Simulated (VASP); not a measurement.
Wanted: the native input for a VASP 6.6.1 run.

| Item | Value |
| --- | --- |
| Task | single point |
| Functional | PBE |
| Potentials or basis | VASP PAW PBE potentials, release 64 (Si, O) |
| Cutoff | 520 eV |
| k mesh | 6 × 6 × 6 |
| Occupations | gaussian, width 0.02 eV |
| Spin | no spin polarisation |
| Dipole correction | no |
| Further INCAR settings | ALGO = Normal; EDIFF = 1e-07; NBANDS = 25 |

The structure of SiO2 lies in POSCAR:

```
SiO2
1.0
   -2.6557086448      2.6557086448      3.7602445812
    2.6557086448     -2.6557086448      3.7602445812
    2.6557086448      2.6557086448     -3.7602445812
Si O
2 4
Direct
    0.0000000000      0.0000000000      0.0000000000
    0.7500000000      0.2500000000      0.5000000000
    0.3750000000      0.1293312814      0.2543312814
    0.8793312814      0.6250000000      0.7543312814
    0.8706687186      0.1250000000      0.2456687186
    0.8750000000      0.1206687186      0.7456687186
```

These files were run (other wordings do the same):

INCAR

```
SYSTEM = SiO2
  PREC = Accurate
  ENCUT = 520
  EDIFF = 1E-7
  ISMEAR = 0
  SIGMA = 0.02
  LREAL = .False.
  LASPH = .True.
  NELM = 100
  ALGO = Normal
  ISIF = 2
  LWAVE = .False.
  LCHARG = .False.
  GGA = PE
  NBANDS = 25
```

KPOINTS

```
regular mesh
0
Gamma
  6 6 6
  0 0 0
```

Potentials or basis: VASP PAW PBE potentials, release 64 (Si, O).

Command:

```sh
$ cat potpaw_PBE.64/Si/POTCAR potpaw_PBE.64/O/POTCAR > POTCAR
$ mpirun -np 1 vasp_std > vasp.out
```

It gave:

```json
{
 "Pressure": "-3.0 GPa",
 "Band gap on the k mesh": "5.26 eV, indirect (the least direct gap lies 4.2 meV higher)"
}
```

Run time: 2.4 min on 1 thread of AMD EPYC 7R13, with other jobs on the host, peak memory 0.23 GiB.
